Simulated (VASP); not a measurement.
Input of a VASP 6.6.1 run:

INCAR

```
PREC     = Accurate       # precision mode
ENCUT    = 500            # plane-wave cutoff, eV
EDIFF    = 1E-6           # SCF threshold, eV
ISMEAR   = 0              # smearing method
SIGMA    = 0.15           # smearing width, eV
LREAL    = False          # projectors in reciprocal space
LASPH    = True           # aspherical terms in the spheres
NELM     = 120            # most SCF steps
ALGO     = Normal         # electronic algorithm
ISIF     = 2              # what is computed and relaxed
LWAVE    = False          # write WAVECAR
LCHARG   = True           # write CHGCAR
GGA      = PE             # functional
LELF     = True           # ELF
LVHAR    = True         
NBANDS   = 16             # bands
GGA_COMPAT= False
```

KPOINTS

```
Automatic mesh
0
Gamma
  5 5 5
```

Contents of POSCAR:

```
CdS
1.0
   -1.9496433507      1.9496433507      2.7298881420
    1.9496433507     -1.9496433507      2.7298881420
    1.9496433507      1.9496433507     -2.7298881420
Cd S
1 1
Direct
    0.0000000000      0.0000000000      0.0000000000
    0.5000000000      0.5000000000      0.0000000000
```

Potentials or basis: VASP PAW PBE potentials, release 64 (Cd, S).

The run is started by

```console
$ cat potpaw_PBE.64/Cd/POTCAR potpaw_PBE.64/S/POTCAR > POTCAR
$ mpirun -np 1 vasp_std > vasp.out
```

Q: What does it give for the pressure?

A: 0.5 GPa.

Q: Estimate the band gap on the k mesh.

A: 0.73 eV, indirect (least direct gap 1.54 eV).

Stress tensor (GPa, compression positive):
```
0.22 0.00 0.00
0.00 0.22 0.00
0.00 0.00 0.93
```

Caveat: the k points lie up to 0.46 Å⁻¹ apart. A k mesh can miss the band edges.
